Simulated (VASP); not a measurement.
# Sb4As2Pb (R-3m) in VASP: single point with r2SCAN

Aim: the single point of Sb4As2Pb with r2SCAN.

All numbers are computed with VASP 6.6.1; they aren't measurements. Logs are shortened: lines on timing, memory, paths and dates and some standing lists are left out, and cuts for length are marked.

### Step 1. The cell of the first run

Symmetry: R-3m, No. 166, trigonal system. Conventional cell: a = 4.869 Å, b = 4.869 Å, c = 29.277 Å, α = 90.00°, β = 90.00°, γ = 120.00°. Within 4.4 Å of Pb (site symmetry -3m) lie 12 Sb at 3.21 to 4.30 Å and 2 As at 3.75 Å. Within 3.8 Å of As (site symmetry 3m) lie 7 Sb at 2.75 to 3.57 Å and 3 As at 3.60 Å and 1 Pb at 3.75 Å. Within 4.2 Å of Sb (site symmetry 3m) lie 3 Pb at 3.21 Å and 6 Sb at 3.29 to 4.19 Å and 3 As at 3.57 Å. Sb (site symmetry 3m) has 4 As at 2.75 to 2.85 Å and 3 Sb at 3.29 Å within 3.6 Å.

### Step 2. Single point, r2SCAN

POSCAR reads:

```
Sb4As2Pb
1.0
    2.4347309096      4.2170776382      0.0000008777
   -2.4347309096      4.2170776382      0.0000008777
   -2.4347309096      1.4056905149      9.7591270473
Pb As Sb
1 2 4
Direct
    0.0000000000      0.0000000000      0.0000000000
    0.1281839572      0.7436320855      0.3845518717
    0.8718160428      0.2563679145      0.6154481283
    0.3863902448      0.2272195103      0.1591707345
    0.6136097552      0.7727804897      0.8408292655
    0.2219868467      0.5560263065      0.6659605402
    0.7780131533      0.4439736935      0.3340394598
```

INCAR.step1 reads:

```
  PREC = Accurate
  ENCUT = 520
  ISMEAR = -1
  SIGMA = 0.0187
  LREAL = F
  LASPH = T
  NELM = 80
  NBANDS = 31
  GGA = PE
  ALGO = Normal
  EDIFF = 1E-4
  LWAVE = T
  LCHARG = F
```

INCAR.step2 reads:

```
  PREC = Accurate
  ENCUT = 520
  EDIFF = 1E-6
  ISMEAR = -1
  SIGMA = 0.0187
  LREAL = F
  LASPH = T
  NELM = 80
  ALGO = Normal
  ISIF = 2
  LWAVE = F
  LCHARG = F
  METAGGA = R2SCAN
  LMIXTAU = T
  NBANDS = 31
  ISTART = 1
```

KPOINTS reads:

```
Automatic mesh
0
Gamma
  6 6 6
```

Potentials or basis: VASP PAW PBE potentials, release 64 (Pb_d, As, Sb).

Started as:

```
$ cat potpaw_PBE.64/Pb_d/POTCAR potpaw_PBE.64/As/POTCAR potpaw_PBE.64/Sb/POTCAR > POTCAR
$ cp INCAR.step1 INCAR
$ mpirun -np 1 vasp_std > vasp.out
$ cp INCAR.step2 INCAR
$ mpirun -np 1 vasp_std > vasp.out
```

OUTCAR:

```text
PREC = Accurate
   ENCUT = 520
   EDIFF = 1E-6
   ISMEAR = -1
   LREAL = F
   LASPH = T
   NELM = 80
   ISIF = 2
   METAGGA = R2SCAN
   ISTART = 1

 ion  position               nearest neighbor table
   1  0.000  0.000  0.000-   4 3.21   5 3.21   5 3.21   4 3.21   5 3.21   4 3.21
   2  0.128  0.744  0.385-   6 2.75   7 2.85   7 2.85   7 2.85
   3  0.872  0.256  0.615-   7 2.75   6 2.85   6 2.85   6 2.85
   4  0.386  0.227  0.159-   1 3.21   1 3.21   1 3.21   7 3.29   7 3.29   7 3.29
   5  0.614  0.773  0.841-   1 3.21   1 3.21   1 3.21   6 3.29   6 3.29   6 3.29
   6  0.222  0.556  0.666-   2 2.75   3 2.85   3 2.85   3 2.85   5 3.29   5 3.29   5 3.29
   7  0.778  0.444  0.334-   3 2.75   2 2.85   2 2.85   2 2.85   4 3.29   4 3.29   4 3.29

  LATTYP: Found a trigonal (rhomboedric) cell.
 ALAT       =    10.1560051768
 COS(alpha) =     0.8850560527

  Lattice vectors:

 A1 = (  -2.4347309096,   1.4056905149,   9.7591270473)
 A2 = (  -0.0000000000,  -2.8113871233,   9.7591261696)
 A3 = (   2.4347309096,   1.4056905149,   9.7591270473)

Analysis of symmetry for initial positions (statically):
=====================================================================
 Subroutine PRICEL returns:
 Original cell was already a primitive cell.

 Routine SETGRP: Setting up the symmetry group for a
 trigonal (rhombohedral) supercell.

 Subroutine GETGRP returns: Found 12 space group operations
 (whereof 12 operations were pure point group operations)
 out of a pool of 12 trial point group operations.

The static configuration has the point symmetry D_3d.

Analysis of symmetry for dynamics (positions and initial velocities):
=====================================================================
 Subroutine PRICEL returns:
 Original cell was already a primitive cell.

 Routine SETGRP: Setting up the symmetry group for a
 trigonal (rhombohedral) supercell.

 Subroutine GETGRP returns: Found 12 space group operations
 (whereof 12 operations were pure point group operations)
 out of a pool of 12 trial point group operations.

The dynamic configuration has the point symmetry D_3d.

 Subroutine INISYM returns: Found 12 space group operations
 (whereof 12 operations are pure point group operations),
 and found     1 'primitive' translations

----------------------------------------------------------------------------------------

                                     Primitive cell

  volume of cell :     200.4027

  direct lattice vectors                    reciprocal lattice vectors
     2.434730910  4.217077638  0.000000878     0.205361503  0.118565512  0.034156086
    -2.434730910  4.217077638  0.000000878    -0.205361503  0.118565533 -0.068312098
    -2.434730910  1.405690515  9.759127047     0.000000000 -0.000000021  0.102468184

  length of vectors
     4.869461819  4.869461819 10.156005177     0.239578309  0.246774544  0.102468184

  position of ions in fractional coordinates (direct lattice)
     0.000000000  0.000000000  0.000000000
     0.128183957  0.743632086  0.384551872
     0.871816043  0.256367914  0.615448128
     0.386390245  0.227219510  0.159170735
     0.613609755  0.772780490  0.840829265
     0.221986847  0.556026307  0.665960540
     0.778013153  0.443973693  0.334039460

  ion indices of the primitive-cell ions
   primitive index   ion index
                 1           1
                 2           2
                 3           3
                 4           4
                 5           5
                 6           6
                 7           7

----------------------------------------------------------------------------------------

 KPOINTS: Automatic mesh

Automatic generation of k-mesh.
 Grid dimensions read from file:
 generate k-points for:    6    6    6

 Generating k-lattice:

  Cartesian coordinates                     Fractional coordinates (reciprocal lattice)
     0.034226917  0.019760919  0.005692681     0.166666667 -0.000000000  0.000000000
    -0.034226917  0.019760922 -0.011385350    -0.000000000  0.166666667  0.000000000
     0.000000000 -0.000000004  0.017078031    -0.000000000 -0.000000000  0.166666667

  Length of vectors
     0.039929718  0.041129091  0.017078031

  Shift w.r.t. Gamma in fractional coordinates (k-lattice)
     0.000000000  0.000000000  0.000000000

 Subroutine IBZKPT returns following result:
 ===========================================

 Found     32 irreducible k-points:

 Following reciprocal coordinates:
            Coordinates               Weight
  0.000000  0.000000  0.000000      1.000000
  0.166667 -0.000000 -0.000000      6.000000
  0.333333 -0.000000 -0.000000      6.000000
  0.500000  0.000000  0.000000      3.000000
 -0.000000  0.166667  0.000000      6.000000
  0.333333  0.166667 -0.000000      6.000000
[... 16 lines left out ...]
 -0.166667  0.500000  0.166667     12.000000
  0.000000 -0.333333  0.166667      6.000000
 [... further k-points ...]
   k-points           NKPTS =     32   k-points in BZ     NKDIM =     32   number of bands    NBANDS=     31
   number of dos      NEDOS =    301   number of ions     NIONS =      7
   total plane-waves  NPLWV = 103680
   dimension x,y,z NGX =    36 NGY =   36 NGZ =   80
   dimension x,y,z NGXF=    72 NGYF=   72 NGZF=  160
   ions per type =               1   2   4
   NGX,Y,Z   is equivalent  to a cutoff of  12.29, 12.29, 13.10 a.u.
   NGXF,Y,Z  is equivalent  to a cutoff of  24.58, 24.58, 26.19 a.u.
 SYSTEM =  unknown system
   PREC   = accura    normal or accurate (medium, high low for compatibility)
   ISTART =      1    job   : 0-new  1-cont  2-samecut
   ICHARG =      0    charge: 1-file 2-atom 10-const
   ISPIN  =      1    spin polarized calculation?
   LNONCOLLINEAR =      F non collinear calculations
   LSORBIT =      F    spin-orbit coupling
   LASPH  =      T    aspherical Exc in radial PAW
   ENCUT  =  520.0 eV  38.22 Ry    6.18 a.u.   9.05  9.05 18.88*2*pi/ulx,y,z
   NELM   =     80;   NELMIN=  2; NELMDL=  0     # of ELM steps
   EDIFF  = 0.1E-05   stopping-criterion for ELM
   LREAL  =      F    real-space projection
   EDIFFG = 0.1E-04   stopping-criterion for IOM
   NSW    =      0    number of steps for IOM
   IBRION =     -1    ionic relax: 0-MD 1-quasi-New 2-CG
   NFREE  =      0    steps in history (QN), initial steepest desc. (CG)
   ISIF   =      2    stress and relaxation
   ISYM   =      2    0-nonsym 1-usesym 2-fastsym
   POTIM  = 0.5000    time-step for ionic-motion
   TEBEG  =    0.0;   TEEND  =   0.0 temperature during run
   PSTRESS=    0.0 pullay stress
   NELECT =      44.0000    total number of electrons
   NUPDOWN=      -1.0000    fix difference up-down
   EMIN   =  10.00;   EMAX   =-10.00  energy-range for DOS
   EFERMI =   0.00;   METHOD = LEGACY
   ISMEAR =    -1;   SIGMA  =   0.02  broadening in eV -4-tet -1-fermi 0-gaus
   EFERMI_NEDOS =   21; number of points for ismear=-14 and -15
   IALGO  =     38    algorithm
   IMIX   =      4    mixing-type and parameters
     AMIX     =   0.40;   BMIX     =  1.00
     AMIX_MAG =   1.60;   BMIX_MAG =  1.00
  volume/ion in A,a.u.               =      28.63       193.20
  Fermi-wavevector in a.u.,A,eV,Ry     =   0.987623  1.866337 13.271113  0.975399
  Thomas-Fermi vector in A             =   2.119090
   LORBIT       =      0    0 simple, 1 ext, 2 COOP (PROOUT), +10 PAW based schemes
   METAGGA = R2SCAN    functional components
   LHFCALC =     F    Hartree Fock is set to
   AEXX    =    0.0000 exact exchange contribution
   IVDW    =     0    specifies the selected vdW correction
   LEPSILON=     F    determine dielectric tensor
   LRPA    =     F    only Hartree local field effects (RPA)
 non-spin polarized calculation
  energy-cutoff  :      520.00
  volume of cell :      200.40
 maximum number of plane-waves:      5423
   NGX = 19   NGY = 19   NGZ = 37

 number of electron      43.9999997 magnetization

 Free energy of the ion-electron system (eV)
  ---------------------------------------------------
  ext. energy  EPLUGINS =         0.00000000
  ---------------------------------------------------
  free energy    TOTEN  =      -186.34354636 eV

  energy without entropy =     -186.34040514  energy(sigma->0) =     -186.34197575

 E-fermi :   6.1475     XC(G=0): -10.0906

 val. band max:        6.1422010379   @ k =   0.1667   0.0000   0.3333
 cond. band min:       6.1637191546   @ k =   0.0000  -0.1667   0.3333
 fundamental gap:      0.0215181167
 Fermi energy:         6.1474780671

 k-point     1 :       0.0000    0.0000    0.0000
  band No.  band energies     occupation
      1     -11.2779      2.00000
      2     -11.2779      2.00000
      3     -11.2533      2.00000
      4     -11.2331      2.00000
      5     -11.2331      2.00000
      6      -7.7011      2.00000
[... 23 lines left out ...]
     30       9.4510      0.00000
     31       9.4510      0.00000

 k-point     2 :       0.1667   -0.0000   -0.0000
  band No.  band energies     occupation
      1     -11.2839      2.00000
      2     -11.2766      2.00000
      3     -11.2508      2.00000
      4     -11.2337      2.00000
      5     -11.2313      2.00000
      6      -7.5019      2.00000
[... 23 lines left out ...]
     30       9.4397      0.00000
     31      10.0183      0.00000

 k-point     3 :       0.3333   -0.0000   -0.0000
  band No.  band energies     occupation
      1     -11.2961      2.00000
      2     -11.2747      2.00000
      3     -11.2466      2.00000
      4     -11.2342      2.00000
      5     -11.2271      2.00000
      6      -6.9460      2.00000
[... 23 lines left out ...]
     30      10.0549      0.00000
     31      10.5665      0.00000

 k-point     4 :       0.5000    0.0000    0.0000
  band No.  band energies     occupation
      1     -11.3022      2.00000
      2     -11.2740      2.00000
      3     -11.2452      2.00000
      4     -11.2337      2.00000
      5     -11.2246      2.00000
      6      -6.4226      2.00000
[... 23 lines left out ...]
     30      10.3193      0.00000
     31      10.5595      0.00000

 k-point     5 :      -0.0000    0.1667    0.0000
  band No.  band energies     occupation
      1     -11.2839      2.00000
      2     -11.2766      2.00000
      3     -11.2508      2.00000
      4     -11.2337      2.00000
      5     -11.2313      2.00000
      6      -7.4984      2.00000
[... 23 lines left out ...]
     30       9.6147      0.00000
     31       9.9084      0.00000
[... 542 lines left out ...]
     30      10.7375      0.00000
     31      11.1338      0.00000

 k-point    22 :      -0.3333    0.5000    0.1667
  band No.  band energies     occupation
      1     -11.2971      2.00000
      2     -11.2786      2.00000
      3     -11.2442      2.00000
      4     -11.2334      2.00000
      5     -11.2266      2.00000
      6      -6.4523      2.00000
[... 23 lines left out ...]
     30      10.6114      0.00000
     31      10.8327      0.00000

 k-point    23 :      -0.1667    0.5000    0.1667
  band No.  band energies     occupation
      1     -11.2970      2.00000
      2     -11.2786      2.00000
      3     -11.2442      2.00000
      4     -11.2334      2.00000
      5     -11.2266      2.00000
      6      -6.4495      2.00000
[... 23 lines left out ...]
     30      10.5033      0.00000
     31      10.8287      0.00000

 k-point    24 :       0.0000   -0.3333    0.1667
  band No.  band energies     occupation
      1     -11.2961      2.00000
      2     -11.2747      2.00000
      3     -11.2466      2.00000
      4     -11.2342      2.00000
      5     -11.2271      2.00000
      6      -6.9221      2.00000
[... 23 lines left out ...]
     30       9.7419      0.00000
     31      10.2193      0.00000

 [... further k-points ...]

------------------------ aborting loop because EDIFF is reached ----------------------------------------

  FORCE on cell =-STRESS in cart. coord.  units (eV):
  Direction    XX          YY          ZZ          XY          YZ          ZX
  --------------------------------------------------------------------------------------
  -------------------------------------------------------------------------------------
  Total       -0.0329987     -0.0329987      0.0437240     -0.0000000     -0.0000000      0.0000000
  in kB       -0.2638179     -0.2638179      0.3495644     -0.0000000     -0.0000001      0.0000000
  external PRESSURE =      -0.0593571 kB  Pullay stress =       0.0000000 kB

 VOLUME and BASIS-vectors are now :
 -----------------------------------------------------------------------------
  energy-cutoff  :      520.00
  volume of cell :      200.40
      direct lattice vectors                 reciprocal lattice vectors
     2.434730910  4.217077638  0.000000878     0.205361503  0.118565512  0.034156086
    -2.434730910  4.217077638  0.000000878    -0.205361503  0.118565533 -0.068312098
    -2.434730910  1.405690515  9.759127047     0.000000000 -0.000000021  0.102468184

 POSITION                                       TOTAL-FORCE (eV/Angst)
 -----------------------------------------------------------------------------------
      0.00000      0.00000      0.00000         0.000000      0.000000      0.000000
     -2.43473      4.21708      3.75289        -0.000000      0.000000     -0.020097
      0.00000      5.62277      6.00624         0.000000     -0.000000      0.020097
     -0.00000      2.81138      1.55337         0.000000     -0.000000      0.004357
     -2.43473      7.02846      8.20576        -0.000000      0.000000     -0.004357
     -2.43473      4.21708      6.49919        -0.000000     -0.000000      0.017730
      0.00000      5.62277      3.25993         0.000000      0.000000     -0.017730
 -----------------------------------------------------------------------------------
    total drift:                               -0.000000      0.000000      0.000000

  FREE ENERGIE OF THE ION-ELECTRON SYSTEM (eV)
  ---------------------------------------------------
  free  energy   TOTEN  =      -186.3435463622 eV

  energy  without entropy=     -186.3404051387  energy(sigma->0) =     -186.34197575
```

It took 7.8 min on 1 thread of Intel Xeon Platinum 8375C at 2.90GHz (Ice Lake), shared host; peak memory 0.48 GiB.

Results:

```
Free energy            : -186.3435 eV
Pressure               : 0.0 GPa
Largest force          : 0.020 eV/Å
Band gap on the k mesh : zero (bands 22 and 23 overlap by 1.04 eV)
```

Forces in eV/Å, atoms in the order of the input:
```
Pb   0.000  0.000  0.000
As   0.000  0.000 -0.020
As   0.000  0.000  0.020
Sb   0.000  0.000  0.004
Sb   0.000  0.000 -0.004
Sb   0.000  0.000  0.018
Sb   0.000  0.000 -0.018
```

Levels at points of the mesh, in eV from the Fermi level:
| k point | band 18 | band 19 | band 20 | band 21 | band 22 | band 23 | band 24 | band 25 | band 26 | band 27 |
| --- | --- | --- | --- | --- | --- | --- | --- | --- | --- | --- |
| (0.00, 0.00, 0.00) | -1.89 | -1.89 | -1.48 | -1.48 | -0.99 | -0.01 | 0.06 | 0.31 | 0.31 | 0.38 |
| (0.50, 0.00, 0.00) | -2.31 | -1.65 | -1.63 | -0.79 | -0.32 | 0.18 | 1.65 | 2.85 | 2.88 | 2.97 |
| (0.00, 0.50, 0.00) | -2.80 | -2.32 | -0.77 | -0.26 | 0.43 | 0.71 | 0.77 | 1.43 | 2.70 | 3.02 |
| (0.00, 0.00, 0.50) | -1.74 | -1.74 | -1.68 | -1.68 | -0.73 | -0.49 | 0.07 | 0.92 | 0.92 | 1.29 |

Caveat: the PAW data sets were made with another functional, which shifts forces and pressure a little; spin-orbit coupling is left out, which moves the levels of the heavy elements.
